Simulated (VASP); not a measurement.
Fe, 1 atom in the cell. The structure is cubic, space group Im-3m (No. 229). Conventional cell: a = 2.886 Å, b = 2.886 Å, c = 2.886 Å, α = 90.00°, β = 90.00°, γ = 90.00°. Fe (site symmetry m-3m) has 14 Fe at 2.50 to 2.89 Å within 3.3 Å. 

```yaml
Program: VASP 6.6.1
Task: single point
Functional: PBE
Dispersion: D3(BJ)
Potentials_or_basis: VASP PAW PBE potentials, release 64 (Fe)
Cutoff: 520 eV
k_mesh: 9 × 9 × 9
Occupations: fermi-dirac, width 0.15 eV
Spin: collinear spin, ferromagnetic start
Starting_moments: "[3.09] μB"
Fixed_moment: 2.8 μB
Dipole_correction: no
Further_INCAR_settings: ALGO = Normal; EDIFF = 1e-07; NBANDS = 14
```

Potentials or basis: VASP PAW PBE potentials, release 64 (Fe).

Launch:

```bash
$ cat potpaw_PBE.64/Fe/POTCAR > POTCAR
$ mpirun -np 1 vasp_std > vasp.out
```

Hardware: 1 thread of AMD EPYC 9R45 96-Core Processor (Zen 5) (shared host).

Task: How long does it take, and how much memory?

Result: It took 8.8 s on 1 thread of AMD EPYC 9R45 96-Core Processor (Zen 5), with other jobs on the host, peak memory 0.11 GiB. Counts: scf iterations 15, k points 35.
